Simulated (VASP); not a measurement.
Here is a VASP 6.6.1 calculation.

The input INCAR:

```
SYSTEM = Pt
PREC = Accurate
ENCUT = 520
EDIFF = 1E-6
ISMEAR = 0
SIGMA = 0.15
LREAL = .FALSE.
LASPH = .TRUE.
NELM = 80
ALGO = Fast
ISIF = 2
LWAVE = .FALSE.
LCHARG = .FALSE.
GGA = PS
NBANDS = 17
```

The input KPOINTS:

```
Automatic mesh
0
G
  30 30 14
  0 0 0
```

Contents of POSCAR:

```
Pt
1.0
    2.8019750446      0.0000000000      0.0000000000
   -1.4009875223      2.4265815694      0.0000000000
    0.0000000000      0.0000000000      4.4523040644
Pt
2
Direct
    0.6666666667      0.3333333333      0.7500000000
    0.3333333333      0.6666666667      0.2500000000
```

Potentials or basis: VASP PAW PBE potentials, release 64 (Pt).

Run with:

```bash
$ cat potpaw_PBE.64/Pt/POTCAR > POTCAR
$ mpirun -np 1 vasp_std > vasp.out
```

Task: Predict the band gap on the k mesh.

Result: Zero (bands 10 and 11 overlap by 1.25 eV).

Task: Predict the pressure.

Result: 0.1 GPa.

Stress tensor (GPa, compression positive):
```
-3.63  0.00  0.00
 0.00 -3.63  0.00
 0.00  0.00  7.49
```

Caveat: the stress differs along the axes, from -4 to 7 GPa; the PAW data sets were made with another functional, which shifts forces and pressure a little; spin-orbit coupling is left out, which moves the levels of the heavy elements.
